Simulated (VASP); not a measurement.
Input of a VASP 6.6.1 run:

Contents of INCAR:

```
ALGO = Normal
EDIFF = 1E-6
ENCUT = 520
GGA = PE
ISIF = 2
ISMEAR = -1
LASPH = T
LCHARG = F
LREAL = F
LWAVE = F
NBANDS = 24
NELM = 80
PREC = Accurate
SIGMA = 0.05
```

File KPOINTS:

```
k-points
0
Gamma
  7 7 5
```

File POSCAR:

```
SrO
1.0
    4.2467709965      0.0000000000      0.0000000000
   -2.1233854983      3.6778115670      0.0000000000
    0.0000000000      0.0000000000      5.1209926388
Sr O
2 2
Direct
    0.6666666667      0.3333333333      0.4381277000
    0.3333333333      0.6666666667      0.9381277000
    0.6666666667      0.3333333333      0.9368723000
    0.3333333333      0.6666666667      0.4368723000
```

Potentials or basis: VASP PAW PBE potentials, release 64 (Sr_sv, O).

Command:

```console
$ cat potpaw_PBE.64/Sr_sv/POTCAR potpaw_PBE.64/O/POTCAR > POTCAR
$ mpirun -np 1 vasp_std > vasp.out
```

(1) Estimate the largest force.

(2) Estimate the pressure.

(3) Estimate the band gap on the k mesh.

Results:

(1) 0.016 eV/Å.

(2) 2.9 GPa.

(3) 2.69 eV, direct.
